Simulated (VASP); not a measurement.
# Hf (P6_3/mmc) in VASP: notebook

Runs on Hf. Level: PBE+D3(BJ). Tasks: single point, relaxation of cell and atoms.

Program: VASP 6.6.1. These are calculated values, not measurements. Logs are shortened: lines on timing, memory, paths and dates and some standing lists are left out, and cuts for length are marked.

## (1) The cell of the first run

The structure is hexagonal, space group P6_3/mmc (No. 194). Conventional cell: a = 3.192 Å, b = 3.192 Å, c = 5.045 Å, α = 90.00°, β = 90.00°, γ = 120.00°. Hf (site symmetry -6m2) has 12 Hf at 3.12 to 3.19 Å within 4.1 Å.

## (2) Single point, PBE+D3(BJ)

File INCAR:

```
ALGO = Normal ; EDIFF = 1E-6
ENCUT = 500 ; GGA = PE
GGA_COMPAT = F ; ISIF = 2
ISMEAR = 0 ; IVDW = 12
LASPH = T ; LCHARG = F
LREAL = F ; LWAVE = F
NBANDS = 17 ; NELM = 120
PREC = Accurate ; SIGMA = 0.1
```

File KPOINTS:

```
k-points
0
Gamma
  6 6 4
```

File POSCAR:

```
Hf
1.0
    3.1923846315      0.0000000000      0.0000000000
   -1.5961923157      2.7646861895      0.0000000000
    0.0000000000      0.0000000000      5.0450416400
Hf
2
Direct
    0.3333333300      0.6666666700      0.2500000000
    0.6666666700      0.3333333300      0.7500000000
```

Potentials or basis: VASP PAW PBE potentials, release 64 (Hf_pv).

Run with:

```console
cat potpaw_PBE.64/Hf_pv/POTCAR > POTCAR
mpirun -np 1 vasp_std > vasp.out
```

OUTCAR:

```text
EDIFF = 1E-6
   ENCUT = 500
   GGA = PE
   ISIF = 2
   ISMEAR = 0
   IVDW = 12
   LASPH = T
   LREAL = F
   NELM = 120
   PREC = Accurate
 IVDW          = 12

 ion  position               nearest neighbor table
   1  0.333  0.667  0.250-   2 3.12   2 3.12   2 3.12   2 3.12   2 3.12   2 3.12
   2  0.667  0.333  0.750-   1 3.12   1 3.12   1 3.12   1 3.12   1 3.12   1 3.12

  LATTYP: Found a hexagonal cell.
 ALAT       =     3.1923846315
 C/A-ratio  =     1.5803364013

  Lattice vectors:

 A1 = (   3.1923846315,   0.0000000000,   0.0000000000)
 A2 = (  -1.5961923157,   2.7646861895,   0.0000000000)
 A3 = (   0.0000000000,   0.0000000000,   5.0450416400)

Analysis of symmetry for initial positions (statically):
=====================================================================
 Subroutine PRICEL returns:
 Original cell was already a primitive cell.

 Routine SETGRP: Setting up the symmetry group for a
 hexagonal supercell.

 Subroutine GETGRP returns: Found 24 space group operations
 (whereof 12 operations were pure point group operations)
 out of a pool of 24 trial point group operations.

The static configuration has the point symmetry D_3d.
 The point group associated with its full space group is D_6h.

Analysis of symmetry for dynamics (positions and initial velocities):
=====================================================================
 Subroutine PRICEL returns:
 Original cell was already a primitive cell.

 Routine SETGRP: Setting up the symmetry group for a
 hexagonal supercell.

 Subroutine GETGRP returns: Found 24 space group operations
 (whereof 12 operations were pure point group operations)
 out of a pool of 24 trial point group operations.

The dynamic configuration has the point symmetry D_3d.
 The point group associated with its full space group is D_6h.

 Subroutine INISYM returns: Found 24 space group operations
 (whereof 12 operations are pure point group operations),
 and found     1 'primitive' translations

----------------------------------------------------------------------------------------

                                     Primitive cell

  volume of cell :      44.5272

  direct lattice vectors                    reciprocal lattice vectors
     3.192384631  0.000000000  0.000000000     0.313245462  0.180852352  0.000000000
    -1.596192316  2.764686189  0.000000000     0.000000000  0.361704704  0.000000000
     0.000000000  0.000000000  5.045041640     0.000000000  0.000000000  0.198214419

  length of vectors
     3.192384631  3.192384631  5.045041640     0.361704704  0.361704704  0.198214419

  position of ions in fractional coordinates (direct lattice)
     0.333333330  0.666666670  0.250000000
     0.666666670  0.333333330  0.750000000

  ion indices of the primitive-cell ions
   primitive index   ion index
                 1           1
                 2           2

----------------------------------------------------------------------------------------

 KPOINTS: k-points

Automatic generation of k-mesh.
 Grid dimensions read from file:
 generate k-points for:    6    6    4

 Generating k-lattice:

  Cartesian coordinates                     Fractional coordinates (reciprocal lattice)
     0.052207577  0.030142059  0.000000000     0.166666667  0.000000000  0.000000000
     0.000000000  0.060284117  0.000000000     0.000000000  0.166666667  0.000000000
     0.000000000  0.000000000  0.049553605     0.000000000  0.000000000  0.250000000

  Length of vectors
     0.060284117  0.060284117  0.049553605

  Shift w.r.t. Gamma in fractional coordinates (k-lattice)
     0.000000000  0.000000000  0.000000000

 Subroutine IBZKPT returns following result:
 ===========================================

 Found     21 irreducible k-points:

 Following reciprocal coordinates:
            Coordinates               Weight
  0.000000  0.000000  0.000000      1.000000
  0.166667  0.000000  0.000000      6.000000
  0.333333  0.000000  0.000000      6.000000
  0.500000  0.000000  0.000000      3.000000
  0.166667  0.166667  0.000000      6.000000
  0.333333  0.166667  0.000000     12.000000
[... 13 lines left out ...]
  0.333333  0.166667  0.500000     12.000000
  0.333333  0.333333  0.500000      2.000000
   k-points           NKPTS =     21   k-points in BZ     NKDIM =     21   number of bands    NBANDS=     17
   number of dos      NEDOS =    301   number of ions     NIONS =      2
   total plane-waves  NPLWV =  23040
   dimension x,y,z NGX =    24 NGY =   24 NGZ =   40
   dimension x,y,z NGXF=    48 NGYF=   48 NGZF=   80
   ions per type =               2
   NGX,Y,Z   is equivalent  to a cutoff of  12.50, 12.50, 13.18 a.u.
   NGXF,Y,Z  is equivalent  to a cutoff of  25.00, 25.00, 26.36 a.u.
 SYSTEM =  unknown system
   PREC   = accura    normal or accurate (medium, high low for compatibility)
   ISTART =      0    job   : 0-new  1-cont  2-samecut
   ICHARG =      2    charge: 1-file 2-atom 10-const
   ISPIN  =      1    spin polarized calculation?
   LNONCOLLINEAR =      F non collinear calculations
   LSORBIT =      F    spin-orbit coupling
   LASPH  =      T    aspherical Exc in radial PAW
   ENCUT  =  500.0 eV  36.75 Ry    6.06 a.u.   5.82  5.82  9.20*2*pi/ulx,y,z
   NELM   =    120;   NELMIN=  2; NELMDL= -5     # of ELM steps
   EDIFF  = 0.1E-05   stopping-criterion for ELM
   LREAL  =      F    real-space projection
   EDIFFG = 0.1E-04   stopping-criterion for IOM
   NSW    =      0    number of steps for IOM
   IBRION =     -1    ionic relax: 0-MD 1-quasi-New 2-CG
   NFREE  =      0    steps in history (QN), initial steepest desc. (CG)
   ISIF   =      2    stress and relaxation
   ISYM   =      2    0-nonsym 1-usesym 2-fastsym
   POTIM  = 0.5000    time-step for ionic-motion
   TEBEG  =    0.0;   TEEND  =   0.0 temperature during run
   PSTRESS=    0.0 pullay stress
   NELECT =      20.0000    total number of electrons
   NUPDOWN=      -1.0000    fix difference up-down
   EMIN   =  10.00;   EMAX   =-10.00  energy-range for DOS
   EFERMI =   0.00;   METHOD = LEGACY
   ISMEAR =     0;   SIGMA  =   0.10  broadening in eV -4-tet -1-fermi 0-gaus
   EFERMI_NEDOS =   21; number of points for ismear=-14 and -15
   IALGO  =     38    algorithm
   IMIX   =      4    mixing-type and parameters
     AMIX     =   0.40;   BMIX     =  1.00
     AMIX_MAG =   1.60;   BMIX_MAG =  1.00
  volume/ion in A,a.u.               =      22.26       150.24
  Fermi-wavevector in a.u.,A,eV,Ry     =   1.253746  2.369236 21.386713  1.571879
  Thomas-Fermi vector in A             =   2.387584
   LORBIT       =      0    0 simple, 1 ext, 2 COOP (PROOUT), +10 PAW based schemes
   GGA     = PE    functional components
   LHFCALC =     F    Hartree Fock is set to
   AEXX    =    0.0000 exact exchange contribution
   IVDW    =    12    specifies the selected vdW correction
   LEPSILON=     F    determine dielectric tensor
   LRPA    =     F    only Hartree local field effects (RPA)
 non-spin polarized calculation
 Gauss-broadening in eV      SIGMA  =   0.10
  energy-cutoff  :      500.00
  volume of cell :       44.53
 maximum number of plane-waves:      1140
 NGX is ok and might be reduce to    24
   NGX = 11   NGY = 11   NGZ = 19

 number of electron      20.0000003 magnetization

 Free energy of the ion-electron system (eV)
  ---------------------------------------------------
  ext. energy  EPLUGINS =         0.00000000
  ---------------------------------------------------
  free energy    TOTEN  =       -19.82601354 eV

  energy without entropy =      -19.80806970  energy(sigma->0) =      -19.81704162

 E-fermi :   5.0060     XC(G=0): -11.3054

 val. band max:        4.9266052667   @ k =   0.1667   0.0000   0.0000
 cond. band min:       5.0071247893   @ k =   0.3333   0.3333   0.2500
 fundamental gap:      0.0805195226
 Fermi energy:         5.0060443308

 k-point     1 :       0.0000    0.0000    0.0000
  band No.  band energies     occupation
      1     -26.1149      2.00000
      2     -25.3684      2.00000
      3     -25.3684      2.00000
      4     -25.2380      2.00000
      5     -25.2380      2.00000
      6     -25.2317      2.00000
[... 9 lines left out ...]
     16       7.5944      0.00000
     17      10.3125      0.00000

 k-point     2 :       0.1667    0.0000    0.0000
  band No.  band energies     occupation
      1     -26.0444      2.00000
      2     -25.5129      2.00000
      3     -25.4159      2.00000
      4     -25.3876      2.00000
      5     -25.2656      2.00000
      6     -25.2582      2.00000
[... 9 lines left out ...]
     16       7.6962      0.00000
     17      10.8080      0.00000

 k-point     3 :       0.3333    0.0000    0.0000
  band No.  band energies     occupation
      1     -25.8717      2.00000
      2     -25.8017      2.00000
      3     -25.6653      2.00000
      4     -25.5042      2.00000
      5     -25.3645      2.00000
      6     -25.3038      2.00000
[... 9 lines left out ...]
     16       9.6175      0.00000
     17      11.3220      0.00000

 k-point     4 :       0.5000    0.0000    0.0000
  band No.  band energies     occupation
      1     -25.9447      2.00000
      2     -25.7954      2.00000
      3     -25.7424      2.00000
      4     -25.5461      2.00000
      5     -25.4566      2.00000
      6     -25.3280      2.00000
[... 9 lines left out ...]
     16      11.4618      0.00000
     17      11.9446      0.00000
[... 283 lines left out ...]
      1     -25.8317      2.00000
      2     -25.8317      2.00000
      3     -25.4703      2.00000
      4     -25.4703      2.00000
      5     -25.3801      2.00000
      6     -25.3801      2.00000
[... 9 lines left out ...]
     16       9.6553      0.00000
     17      10.5405      0.00000

 k-point    20 :       0.3333    0.1667    0.5000
  band No.  band energies     occupation
      1     -25.9533      2.00000
      2     -25.9533      2.00000
      3     -25.5661      2.00000
      4     -25.5661      2.00000
      5     -25.3862      2.00000
      6     -25.3862      2.00000
[... 9 lines left out ...]
     16      10.5450      0.00000
     17      11.8231      0.00000

 k-point    21 :       0.3333    0.3333    0.5000
  band No.  band energies     occupation
      1     -25.9118      2.00000
      2     -25.9118      2.00000
      3     -25.6997      2.00000
      4     -25.6997      2.00000
      5     -25.3716      2.00000
      6     -25.3716      2.00000
[... 9 lines left out ...]
     16      10.0334      0.00000
     17      13.5771      0.00000

------------------------ aborting loop because EDIFF is reached ----------------------------------------

 Edisp (eV)   -0.90510

 E8    (eV) :    -0.4856

  FORCE on cell =-STRESS in cart. coord.  units (eV):
  Direction    XX          YY          ZZ          XY          YZ          ZX
  --------------------------------------------------------------------------------------
  -------------------------------------------------------------------------------------
  Total      -0.72168    -0.72168    -0.47767    -0.00000     0.00000     0.00000
  in kB     -25.96744   -25.96744   -17.18744    -0.00000     0.00000     0.00000
  external pressure =      -23.04 kB  Pullay stress =        0.00 kB

 VOLUME and BASIS-vectors are now :
 -----------------------------------------------------------------------------
  energy-cutoff  :      500.00
  volume of cell :       44.53
      direct lattice vectors                 reciprocal lattice vectors
     3.192384631  0.000000000  0.000000000     0.313245462  0.180852352  0.000000000
    -1.596192316  2.764686189  0.000000000     0.000000000  0.361704704  0.000000000
     0.000000000  0.000000000  5.045041640     0.000000000  0.000000000  0.198214419

 POSITION                                       TOTAL-FORCE (eV/Angst)
 -----------------------------------------------------------------------------------
     -0.00000      1.84312      1.26126        -0.000000      0.000000      0.000000
      1.59619      0.92156      3.78378         0.000000      0.000000      0.000000
 -----------------------------------------------------------------------------------
    total drift:                               -0.000002      0.000001     -0.000000

  FREE ENERGIE OF THE ION-ELECTRON SYSTEM (eV)
  ---------------------------------------------------
  free  energy   TOTEN  =       -20.7311156096 eV

  energy  without entropy=      -20.7131717676  energy(sigma->0) =      -20.72214369
```

Wall time 12 s (1 thread of Intel Xeon 6975P-C, shared host); peak memory 0.17 GiB.

What came out:

```yaml
Free_energy: -20.7311 eV
Pressure: -2.3 GPa
Band_gap_on_the_k_mesh: zero (band 10 reaches 6.13 eV, above the bottom of band 11 at 4.76 eV)
Dispersion_energy_per_atom: -0.453 eV
```

Levels at points of the mesh, in eV from the Fermi level:
| k point | band 7 | band 8 | band 9 | band 10 | band 11 | band 12 | band 13 | band 14 |
| --- | --- | --- | --- | --- | --- | --- | --- | --- |
| (0.00, 0.00, 0.00) | -7.45 | -3.78 | 0.62 | 1.12 | 1.12 | 1.42 | 1.95 | 1.95 |
| (0.50, 0.00, 0.00) | -3.42 | -2.82 | -2.29 | -0.85 | 0.73 | 0.83 | 1.64 | 5.86 |
| (0.00, 0.00, 0.50) | -5.46 | -5.46 | 0.10 | 0.10 | 1.01 | 1.01 | 1.01 | 1.01 |
| (0.50, 0.00, 0.50) | -3.47 | -3.47 | -1.05 | -1.05 | 1.14 | 1.14 | 2.60 | 2.60 |

Caveat: the k points lie up to 0.38 Å⁻¹ apart; spin-orbit coupling is left out, which moves the levels of the heavy elements; pairwise dispersion overbinds metals, which lowers pressure and volume.

## (3) Single point, PBE+D3(BJ)

This run uses another cell than the first one, of 21.85 Å³/atom, 0.981 times its volume.

File INCAR:

```
SYSTEM = Hf
  ALGO = Fast
  EDIFF = 1E-7
  ENCUT = 520
  GGA = PE
  ISIF = 2
  ISMEAR = 0
  IVDW = 12
  LASPH = .True.
  LCHARG = .False.
  LREAL = .False.
  LWAVE = .False.
  NBANDS = 17
  NELM = 100
  PREC = Accurate
  SIGMA = 0.1
```

File KPOINTS:

```
k-points
0
Gamma
  15 15 8
  0 0 0
```

File POSCAR:

```
Hf
1.0
    3.1712584776      0.0000000000      0.0000000000
   -1.5856292388      2.7463904036      0.0000000000
    0.0000000000      0.0000000000      5.0165544128
Hf
2
Direct
    0.3333333333      0.6666666667      0.2500000000
    0.6666666667      0.3333333333      0.7500000000
```

Potentials or basis: VASP PAW PBE potentials, release 64 (Hf_pv).

Run with:

```console
cat potpaw_PBE.64/Hf_pv/POTCAR > POTCAR
mpirun -np 1 vasp_std > vasp.out
```

OUTCAR:

```text
SYSTEM = Hf
   EDIFF = 1E-7
   ENCUT = 520
   GGA = PE
   ISIF = 2
   ISMEAR = 0
   IVDW = 12
   LASPH = .True.
   LREAL = .False.
   NELM = 100
   PREC = Accurate
 IVDW          = 12

 ion  position               nearest neighbor table
   1  0.333  0.667  0.250-   2 3.11   2 3.11   2 3.11   2 3.11   2 3.11   2 3.11
   2  0.667  0.333  0.750-   1 3.11   1 3.11   1 3.11   1 3.11   1 3.11   1 3.11

  LATTYP: Found a hexagonal cell.
 ALAT       =     3.1712584776
 C/A-ratio  =     1.5818812778

  Lattice vectors:

 A1 = (   3.1712584776,   0.0000000000,   0.0000000000)
 A2 = (  -1.5856292388,   2.7463904036,   0.0000000000)
 A3 = (   0.0000000000,   0.0000000000,   5.0165544128)

Analysis of symmetry for initial positions (statically):
=====================================================================
 Subroutine PRICEL returns:
 Original cell was already a primitive cell.

 Routine SETGRP: Setting up the symmetry group for a
 hexagonal supercell.

 Subroutine GETGRP returns: Found 24 space group operations
 (whereof 12 operations were pure point group operations)
 out of a pool of 24 trial point group operations.

[... 165 lines left out ...]

 E-fermi :   5.0916     XC(G=0): -11.3919

 val. band max:        5.0884442320   @ k =   0.1333   0.0667   0.3750
 cond. band min:       5.1105688159   @ k =   0.0667   0.0000   0.5000
 fundamental gap:      0.0221245839
 Fermi energy:         5.0915908163

 k-point     1 :       0.0000    0.0000    0.0000
  band No.  band energies     occupation
      1     -25.9763      2.00000
      2     -25.1693      2.00000
      3     -25.1693      2.00000
      4     -25.0374      2.00000
      5     -25.0315      2.00000
      6     -25.0315      2.00000
[... 457 lines left out ...]
      4     -25.4682      2.00000
      5     -25.3271      2.00000
      6     -25.2673      2.00000
[... 9 lines left out ...]
     16      11.1794      0.00000
     17      11.7852      0.00000

 [... further k-points ...]

------------------------ aborting loop because EDIFF is reached ----------------------------------------

 Edisp (eV)   -0.92312

 E8    (eV) :    -0.4953

  FORCE on cell =-STRESS in cart. coord.  units (eV):
  Direction    XX          YY          ZZ          XY          YZ          ZX
  --------------------------------------------------------------------------------------
  -------------------------------------------------------------------------------------
  Total      -0.10785    -0.10785    -0.13799     0.00000     0.00000    -0.00000
  in kB      -3.95474    -3.95474    -5.06022     0.00000     0.00000    -0.00000
  external pressure =       -4.32 kB  Pullay stress =        0.00 kB

 VOLUME and BASIS-vectors are now :
 -----------------------------------------------------------------------------
  energy-cutoff  :      520.00
  volume of cell :       43.69
      direct lattice vectors                 reciprocal lattice vectors
     3.171258478  0.000000000  0.000000000     0.315332228  0.182057146  0.000000000
    -1.585629239  2.746390404  0.000000000     0.000000000  0.364114293  0.000000000
     0.000000000  0.000000000  5.016554413     0.000000000  0.000000000  0.199340009

 POSITION                                       TOTAL-FORCE (eV/Angst)
 -----------------------------------------------------------------------------------
     -0.00000      1.83093      1.25414        -0.000000      0.000000      0.000000
      1.58563      0.91546      3.76242         0.000000      0.000000      0.000000
 -----------------------------------------------------------------------------------
    total drift:                                0.000000     -0.000000      0.000000

  FREE ENERGIE OF THE ION-ELECTRON SYSTEM (eV)
  ---------------------------------------------------
  free  energy   TOTEN  =       -20.7656917118 eV

  energy  without entropy=      -20.7584521588  energy(sigma->0) =      -20.76207194
```

It took 54 s on 1 thread of Intel Xeon Platinum 8559C (Emerald Rapids), shared host; peak memory 0.23 GiB.

Results:

```
Free energy                : -20.7657 eV
Pressure                   : -0.4 GPa
Band gap on the k mesh     : zero (band 10 reaches 6.27 eV, above the bottom of band 11 at 4.64 eV)
Dispersion energy per atom : -0.462 eV
```

Levels at points of the mesh, in eV from the Fermi level:
```csv
k point,band 7,band 8,band 9,band 10,band 11,band 12,band 13,band 14
"(0.00, 0.00, 0.00)",-7.47,-3.79,0.72,1.18,1.18,1.47,2.03,2.03
"(0.00, 0.00, 0.50)",-5.45,-5.45,0.13,0.13,1.07,1.07,1.07,1.07
```

Caveat: spin-orbit coupling is left out, which moves the levels of the heavy elements; pairwise dispersion overbinds metals, which lowers pressure and volume.

[end of part 1 of 2]
